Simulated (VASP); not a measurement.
Wanted: the native input for a VASP 6.6.1 run.

```yaml
Task: single point
Functional: PBE
Potentials_or_basis: VASP PAW PBE potentials, release 64 (Ba_sv, B)
Cutoff: 520 eV
k_mesh: 4 × 4 × 4
Occupations: gaussian, width 0.1 eV
Spin: no spin polarisation
Dipole_correction: no
Further_INCAR_settings: ALGO = Normal; EDIFF = 1e-06; NBANDS = 26
```

The structure of Ba3B2 lies in POSCAR:

```
Ba3B2
1.0
    4.7493566900      0.0000000000      0.0000000000
    0.0000000000      4.7493566900      0.0000000000
    0.0000000000      0.0000000000      4.7493566900
Ba B
3 2
Direct
    0.5000000000      0.0000000000      0.0000000000
    0.0000000000      0.5000000000      0.0000000000
    0.0000000000      0.0000000000      0.5000000000
    0.0000000000      0.0000000000      0.0000000000
    0.5000000000      0.5000000000      0.5000000000
```

The cell was generated, and may not be a known phase.

The input as run:

INCAR

```
ALGO = Normal
EDIFF = 1E-6
ENCUT = 520
GGA = PE
ISIF = 2
ISMEAR = 0
LASPH = True
LCHARG = False
LREAL = False
LWAVE = False
NBANDS = 26
NELM = 60
PREC = Accurate
SIGMA = 0.1
```

KPOINTS

```
k-points
0
Gamma
  4 4 4
```

Potentials or basis: VASP PAW PBE potentials, release 64 (Ba_sv, B).

Run with:

```console
$ cat potpaw_PBE.64/Ba_sv/POTCAR potpaw_PBE.64/B/POTCAR > POTCAR
$ mpirun -np 1 vasp_std > vasp.out
```

Results of the run:

* Pressure: 27.1 GPa
* Band gap on the k mesh: zero (bands 18 and 19 overlap by 1.25 eV)

Caveat: the cell stands under pressure; spin-orbit coupling is left out, which moves the levels of the heavy elements.

Wall time 65 s on 1 thread of Intel Xeon 8259CL, with other jobs on the host, peak memory 0.21 GiB.
